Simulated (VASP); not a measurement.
# Bi (C2/m) in VASP: single point with PBE

Aim: the single point of Bi with PBE.

All numbers are computed with VASP 6.6.1; they aren't measurements. Logs are shortened: lines on timing, memory, paths and dates and some standing lists are left out, and cuts for length are marked.

### 1 The cell of the first run

Symmetry: C2/m, No. 12, monoclinic system. Conventional cell: a = 7.048 Å, b = 6.329 Å, c = 3.306 Å, α = 90.00°, β = 112.65°, γ = 90.00°. Bi (site symmetry m) has 10 Bi at 3.24 to 4.33 Å within 4.4 Å.

### 2 Single point, PBE

File INCAR:

```
SYSTEM = Bi
ALGO     = Fast           ! electronic algorithm
EDIFF    = 1E-7           ! SCF threshold, eV
ENCUT    = 520            ! plane-wave cutoff, eV
GGA      = PE             ! functional
ISIF     = 2              ! what is computed and relaxed
ISMEAR   = -1             ! smearing method
LASPH    = .TRUE.         ! aspherical terms in the spheres
LCHARG   = .FALSE.        ! write CHGCAR
LREAL    = .FALSE.        ! projectors in reciprocal space
LWAVE    = .FALSE.        ! write WAVECAR
NBANDS   = 22             ! bands
NELM     = 80             ! most SCF steps
PREC     = Accurate       ! precision mode
SIGMA    = 0.05           ! smearing width, eV
```

File KPOINTS:

```
k-points
0
G
  6 6 9
  0 0 0
```

File POSCAR:

```
Bi
1.0
    3.5240161466     -3.1643816377      0.0000000000
    3.5240161466      3.1643816377      0.0000000000
   -1.2730295920      0.0000000000      3.0512790000
Bi
2
Direct
    0.7530610000      0.7530610000      0.8573820000
    0.2469390000      0.2469390000      0.1426180000
```

Potentials or basis: VASP PAW PBE potentials, release 64 (Bi_d).

On the command line:

```
cat potpaw_PBE.64/Bi_d/POTCAR > POTCAR
mpirun -np 1 vasp_std > vasp.out
```

OUTCAR:

```text
SYSTEM = Bi
   EDIFF = 1E-7
   ENCUT = 520
   GGA = PE
   ISIF = 2
   ISMEAR = -1
   LASPH = .TRUE.
   LREAL = .FALSE.
   NELM = 80
   PREC = Accurate

 ion  position               nearest neighbor table
   1  0.753  0.753  0.857-   2 3.24   2 3.31   2 3.31   2 3.44
   2  0.247  0.247  0.143-   1 3.24   1 3.31   1 3.31   1 3.44

  LATTYP: Found a base centered monoclinic cell.
 ALAT       =     7.0480322932
 B/A-ratio  =     0.8979475423
 C/A-ratio  =     0.4690943821
 COS(beta)  =    -0.3850440192

  Lattice vectors:

 A1 = (   3.5240161466,  -3.1643816377,   0.0000000000)
 A2 = (   3.5240161466,   3.1643816377,   0.0000000000)
 A3 = (  -1.2730295920,   0.0000000000,   3.0512790000)

Analysis of symmetry for initial positions (statically):
=====================================================================
 Subroutine PRICEL returns:
 Original cell was already a primitive cell.

 Routine SETGRP: Setting up the symmetry group for a
 base centered monoclinic supercell.

 Subroutine GETGRP returns: Found  4 space group operations
 (whereof  4 operations were pure point group operations)
 out of a pool of  4 trial point group operations.

The static configuration has the point symmetry C_2h.

Analysis of symmetry for dynamics (positions and initial velocities):
=====================================================================
 Subroutine PRICEL returns:
 Original cell was already a primitive cell.

 Routine SETGRP: Setting up the symmetry group for a
 base centered monoclinic supercell.

 Subroutine GETGRP returns: Found  4 space group operations
 (whereof  4 operations were pure point group operations)
 out of a pool of  4 trial point group operations.

The dynamic configuration has the point symmetry C_2h.

 Subroutine INISYM returns: Found  4 space group operations
 (whereof  4 operations are pure point group operations),
 and found     1 'primitive' translations

----------------------------------------------------------------------------------------

                                     Primitive cell

  volume of cell :      68.0517

  direct lattice vectors                    reciprocal lattice vectors
     3.524016147 -3.164381638  0.000000000     0.141883572 -0.158008754  0.059195500
     3.524016147  3.164381638  0.000000000     0.141883572  0.158008754  0.059195500
    -1.273029592  0.000000000  3.051279000     0.000000000  0.000000000  0.327731420

  length of vectors
     4.736243337  4.736243337  3.306192353     0.220458209  0.220458209  0.327731420

  position of ions in fractional coordinates (direct lattice)
     0.753061000  0.753061000  0.857382000
     0.246939000  0.246939000  0.142618000

  ion indices of the primitive-cell ions
   primitive index   ion index
                 1           1
                 2           2

----------------------------------------------------------------------------------------

 KPOINTS: k-points

Automatic generation of k-mesh.
 Grid dimensions read from file:
 generate k-points for:    6    6    9

 Generating k-lattice:

  Cartesian coordinates                     Fractional coordinates (reciprocal lattice)
     0.023647262 -0.026334792  0.009865917     0.166666667  0.000000000  0.000000000
     0.023647262  0.026334792  0.009865917     0.000000000  0.166666667  0.000000000
     0.000000000  0.000000000  0.036414602     0.000000000  0.000000000  0.111111111

  Length of vectors
     0.036743035  0.036743035  0.036414602

  Shift w.r.t. Gamma in fractional coordinates (k-lattice)
     0.000000000  0.000000000  0.000000000

 Subroutine IBZKPT returns following result:
 ===========================================

 Found     97 irreducible k-points:

 Following reciprocal coordinates:
            Coordinates               Weight
  0.000000  0.000000  0.000000      1.000000
  0.166667  0.000000  0.000000      4.000000
  0.333333  0.000000 -0.000000      4.000000
  0.500000  0.000000  0.000000      2.000000
  0.166667  0.166667  0.000000      2.000000
  0.333333  0.166667  0.000000      4.000000
[... 16 lines left out ...]
 -0.333333  0.166667  0.111111      4.000000
 -0.166667  0.166667  0.111111      4.000000
 [... further k-points ...]
   k-points           NKPTS =     97   k-points in BZ     NKDIM =     97   number of bands    NBANDS=     22
   number of dos      NEDOS =    301   number of ions     NIONS =      2
   total plane-waves  NPLWV =  36288
   dimension x,y,z NGX =    36 NGY =   36 NGZ =   28
   dimension x,y,z NGXF=    72 NGYF=   72 NGZF=   56
   ions per type =               2
   NGX,Y,Z   is equivalent  to a cutoff of  12.64, 12.64, 14.08 a.u.
   NGXF,Y,Z  is equivalent  to a cutoff of  25.27, 25.27, 28.16 a.u.
 SYSTEM =  Bi
   PREC   = accura    normal or accurate (medium, high low for compatibility)
   ISTART =      0    job   : 0-new  1-cont  2-samecut
   ICHARG =      2    charge: 1-file 2-atom 10-const
   ISPIN  =      1    spin polarized calculation?
   LNONCOLLINEAR =      F non collinear calculations
   LSORBIT =      F    spin-orbit coupling
   LASPH  =      T    aspherical Exc in radial PAW
   ENCUT  =  520.0 eV  38.22 Ry    6.18 a.u.   8.81  8.81  6.15*2*pi/ulx,y,z
   NELM   =     80;   NELMIN=  2; NELMDL= -5     # of ELM steps
   EDIFF  = 0.1E-06   stopping-criterion for ELM
   LREAL  =      F    real-space projection
   EDIFFG = 0.1E-05   stopping-criterion for IOM
   NSW    =      0    number of steps for IOM
   IBRION =     -1    ionic relax: 0-MD 1-quasi-New 2-CG
   NFREE  =      0    steps in history (QN), initial steepest desc. (CG)
   ISIF   =      2    stress and relaxation
   ISYM   =      2    0-nonsym 1-usesym 2-fastsym
   POTIM  = 0.5000    time-step for ionic-motion
   TEBEG  =    0.0;   TEEND  =   0.0 temperature during run
   PSTRESS=    0.0 pullay stress
   NELECT =      30.0000    total number of electrons
   NUPDOWN=      -1.0000    fix difference up-down
   EMIN   =  10.00;   EMAX   =-10.00  energy-range for DOS
   EFERMI =   0.00;   METHOD = LEGACY
   ISMEAR =    -1;   SIGMA  =   0.05  broadening in eV -4-tet -1-fermi 0-gaus
   EFERMI_NEDOS =   21; number of points for ismear=-14 and -15
   IALGO  =     68    algorithm
   IMIX   =      4    mixing-type and parameters
     AMIX     =   0.40;   BMIX     =  1.00
     AMIX_MAG =   1.60;   BMIX_MAG =  1.00
  volume/ion in A,a.u.               =      34.03       229.62
  Fermi-wavevector in a.u.,A,eV,Ry     =   1.245955  2.354514 21.121737  1.552404
  Thomas-Fermi vector in A             =   2.380154
   LORBIT       =      0    0 simple, 1 ext, 2 COOP (PROOUT), +10 PAW based schemes
   GGA     = PE    functional components
   LHFCALC =     F    Hartree Fock is set to
   AEXX    =    0.0000 exact exchange contribution
   IVDW    =     0    specifies the selected vdW correction
   LEPSILON=     F    determine dielectric tensor
   LRPA    =     F    only Hartree local field effects (RPA)
 non-spin polarized calculation
 RMM-DIIS sequential band-by-band and
  energy-cutoff  :      520.00
  volume of cell :       68.05
 maximum number of plane-waves:      1847
   NGX = 17   NGY = 17   NGZ = 13

 number of electron      30.0000000 magnetization

 Free energy of the ion-electron system (eV)
  ---------------------------------------------------
  ext. energy  EPLUGINS =         0.00000000
  ---------------------------------------------------
  free energy    TOTEN  =        -7.67321260 eV

  energy without entropy =       -7.66298663  energy(sigma->0) =       -7.66809961

 E-fermi :   6.7648     XC(G=0):  -9.7801

 val. band max:        6.7618567742   @ k =  -0.3333   0.1667   0.2222
 cond. band min:       6.7891626987   @ k =   0.3333   0.1667   0.0000
 fundamental gap:      0.0273059245
 Fermi energy:         6.7648186880

 k-point     1 :       0.0000    0.0000    0.0000
  band No.  band energies     occupation
      1     -16.1960      2.00000
      2     -16.1926      2.00000
      3     -16.1519      2.00000
      4     -16.1024      2.00000
      5     -16.0170      2.00000
      6     -15.9936      2.00000
[... 14 lines left out ...]
     21      14.8700      0.00000
     22      15.8987      0.00000

 k-point     2 :       0.1667    0.0000    0.0000
  band No.  band energies     occupation
      1     -16.1943      2.00000
      2     -16.1806      2.00000
      3     -16.1545      2.00000
      4     -16.0916      2.00000
      5     -16.0157      2.00000
      6     -15.9958      2.00000
[... 14 lines left out ...]
     21      15.4601      0.00000
     22      16.0997      0.00000

 k-point     3 :       0.3333    0.0000   -0.0000
  band No.  band energies     occupation
      1     -16.1950      2.00000
      2     -16.1709      2.00000
      3     -16.1300      2.00000
      4     -16.0632      2.00000
      5     -16.0257      2.00000
      6     -15.9963      2.00000
[... 14 lines left out ...]
     21      16.0480      0.00000
     22      17.1362      0.00000

 k-point     4 :       0.5000    0.0000    0.0000
  band No.  band energies     occupation
      1     -16.1950      2.00000
      2     -16.1744      2.00000
      3     -16.0904      2.00000
      4     -16.0512      2.00000
      5     -16.0352      2.00000
      6     -16.0131      2.00000
[... 14 lines left out ...]
     21      15.1859      0.00000
     22      15.9969      0.00000

 k-point     5 :       0.1667    0.1667    0.0000
  band No.  band energies     occupation
      1     -16.1937      2.00000
      2     -16.1757      2.00000
      3     -16.1416      2.00000
      4     -16.0826      2.00000
      5     -16.0160      2.00000
      6     -16.0008      2.00000
[... 417 lines left out ...]
 k-point    22 :       0.5000    0.1667    0.1111
  band No.  band energies     occupation
      1     -16.1735      2.00000
      2     -16.1567      2.00000
      3     -16.0891      2.00000
      4     -16.0374      2.00000
      5     -16.0295      2.00000
      6     -16.0065      2.00000
[... 14 lines left out ...]
     21      16.5082      0.00000
     22      16.8157      0.00000

 k-point    23 :      -0.3333    0.1667    0.1111
  band No.  band energies     occupation
      1     -16.1745      2.00000
      2     -16.1509      2.00000
      3     -16.1305      2.00000
      4     -16.0588      2.00000
      5     -16.0126      2.00000
      6     -16.0064      2.00000
[... 14 lines left out ...]
     21      15.7888      0.00000
     22      16.8873      0.00000

 k-point    24 :      -0.1667    0.1667    0.1111
  band No.  band energies     occupation
      1     -16.1717      2.00000
      2     -16.1604      2.00000
      3     -16.1391      2.00000
      4     -16.0778      2.00000
      5     -16.0165      2.00000
      6     -16.0035      2.00000
[... 14 lines left out ...]
     21      16.0053      0.00000
     22      16.1719      0.00000

 [... further k-points ...]

------------------------ aborting loop because EDIFF is reached ----------------------------------------

  FORCE on cell =-STRESS in cart. coord.  units (eV):
  Direction    XX          YY          ZZ          XY          YZ          ZX
  --------------------------------------------------------------------------------------
  -------------------------------------------------------------------------------------
  Total       -0.1385597     -0.5575734      0.7679369      0.0000000      0.0000000     -0.3275403
  in kB       -3.2621877    -13.1272553     18.0799587      0.0000000      0.0000000     -7.7114608
  external PRESSURE =       0.5635052 kB  Pullay stress =       0.0000000 kB

 VOLUME and BASIS-vectors are now :
 -----------------------------------------------------------------------------
  energy-cutoff  :      520.00
  volume of cell :       68.05
      direct lattice vectors                 reciprocal lattice vectors
     3.524016147 -3.164381638  0.000000000     0.141883572 -0.158008754  0.059195500
     3.524016147  3.164381638  0.000000000     0.141883572  0.158008754  0.059195500
    -1.273029592  0.000000000  3.051279000     0.000000000  0.000000000  0.327731420

 POSITION                                       TOTAL-FORCE (eV/Angst)
 -----------------------------------------------------------------------------------
      4.21613      0.00000      2.61611         0.041287      0.000000      0.023528
      1.55888      0.00000      0.43517        -0.041287      0.000000     -0.023528
 -----------------------------------------------------------------------------------
    total drift:                               -0.000000      0.000000      0.000000

  FREE ENERGIE OF THE ION-ELECTRON SYSTEM (eV)
  ---------------------------------------------------
  free  energy   TOTEN  =        -7.6732125975 eV

  energy  without entropy=       -7.6629866293  energy(sigma->0) =       -7.66809961
```

Run time: 1.9 min. Hardware: 1 thread of Intel Xeon Platinum 8259CL at 2.50GHz (Skylake/Cascade Lake), shared host; peak memory 0.25 GiB.

Results:

```yaml
Free_energy: -7.6732 eV
Pressure: 0.1 GPa
Largest_force: 0.048 eV/Å
Band_gap_on_the_k_mesh: zero (bands 15 and 16 overlap by 5.24 eV)
```

Forces in eV/Å, atoms in the order of the input:
```
Bi   0.041  0.000  0.024
Bi  -0.041  0.000 -0.024
```

Caveat: spin-orbit coupling is left out, which moves the levels of the heavy elements.
